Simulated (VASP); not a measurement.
**ZnS (zinc blende type): single point with HSE06**

ZnS (zinc blende type):

```xyz
2
Lattice="0.0000 2.7341 2.7341 2.7341 0.0000 2.7341 2.7341 2.7341 0.0000" Properties=species:S:1:pos:R:3 pbc="T T T"
Zn    0.0000    0.0000    0.0000
S     1.3670    1.3670    1.3670
```

- Program: VASP 6.6.1
- Task: single point
- Functional: HSE06
- Potentials or basis: VASP PAW PBE potentials, release 64 (Zn, S)
- Cutoff: 520 eV
- k mesh: 4 × 4 × 4
- Occupations: fermi-dirac, width 0.05 eV
- Spin: no spin polarisation

* Pressure: -1.5 GPa
* Band gap on the k mesh: 3.17 eV

Levels at points of the mesh, in eV from the valence-band top:
| k point | band 5 | band 6 | band 7 | band 8 | band 9 | band 10 | band 11 | band 12 | band 13 | band 14 |
| --- | --- | --- | --- | --- | --- | --- | --- | --- | --- | --- |
| (0.00, 0.00, 0.00) | -7.34 | -7.34 | 0.00 | 0.00 | 0.00 | 3.17 | 7.69 | 7.69 | 7.69 | 13.13 |
| (0.50, 0.00, 0.00) | -7.32 | -7.12 | -5.35 | -0.86 | -0.86 | 4.47 | 8.19 | 8.19 | 10.07 | 13.43 |
| (0.50, 0.50, 0.00) | -7.28 | -7.08 | -4.81 | -2.21 | -2.21 | 4.45 | 5.25 | 12.28 | 13.43 | 13.43 |

Wall time 5.2 min on 1 thread of Intel(R) Xeon(R) Platinum 8259CL CPU @ 2.50GHz (Skylake/Cascade Lake), with other jobs on the host, peak memory 0.27 GiB.

Caveat: the k points lie up to 0.50 Å⁻¹ apart; the PAW data sets were made with another functional, which shifts forces and pressure a little.
